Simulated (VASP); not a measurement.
Write the native input for VASP 6.6.1 that does the following.

| Quantity | Value |
| --- | --- |
| Task | single point |
| Functional | PBEsol |
| Potentials or basis | VASP PAW PBE potentials, release 64 (Al, Ni) |
| Cutoff | 520 eV |
| k mesh | 8 × 8 × 10 |
| Occupations | gaussian, width 0.15 eV |
| Spin | no spin polarisation |
| Dipole correction | no |
| Further INCAR settings | ALGO = Fast; EDIFF = 1e-06; NBANDS = 40 |

The structure of Al3Ni5 lies in POSCAR:

```
Al3Ni5
1.0
    3.2933322760     -3.6919375971      0.0000000000
    3.2933322760      3.6919375971      0.0000000000
    0.0000000000      0.0000000000      3.7203545651
Al Ni
3 5
Direct
    0.5000000000      0.5000000000     -0.1343957925
    0.7796888787      0.2203111213      0.3656042075
    0.2203111213      0.7796888787      0.3656042075
    0.0000000000      0.0000000000      0.0000000000
    0.0000000000      0.5000000000      0.0000000000
    0.5000000000      0.0000000000      0.0000000000
    0.2762373066      0.2762373066      0.5000000000
    0.7237626934      0.7237626934      0.5000000000
```

One way to write it, as run:

INCAR

```
PREC = Accurate ; ENCUT = 520
EDIFF = 1E-6 ; ISMEAR = 0
SIGMA = 0.15 ; LREAL = F
LASPH = T ; NELM = 100
ALGO = Fast ; ISIF = 2
LWAVE = F ; LCHARG = F
GGA = PS ; NBANDS = 40
```

KPOINTS

```
regular mesh
0
Gamma
  8 8 10
```

Potentials or basis: VASP PAW PBE potentials, release 64 (Al, Ni).

The run is started by

```console
$ cat potpaw_PBE.64/Al/POTCAR potpaw_PBE.64/Ni/POTCAR > POTCAR
$ mpirun -np 1 vasp_std > vasp.out
```

Results of the run:

The pressure is 16.7 GPa. The largest force is 6.125 eV/Å. The band gap on the k mesh is zero (an odd number of electrons rules out a gap without spin polarisation).

Caveat: the cell stands under pressure; the PAW data sets were made with another functional, which shifts forces and pressure a little.

It took 9.3 min on 1 thread of Intel Xeon 8259CL, with other jobs on the host, peak memory 0.45 GiB.
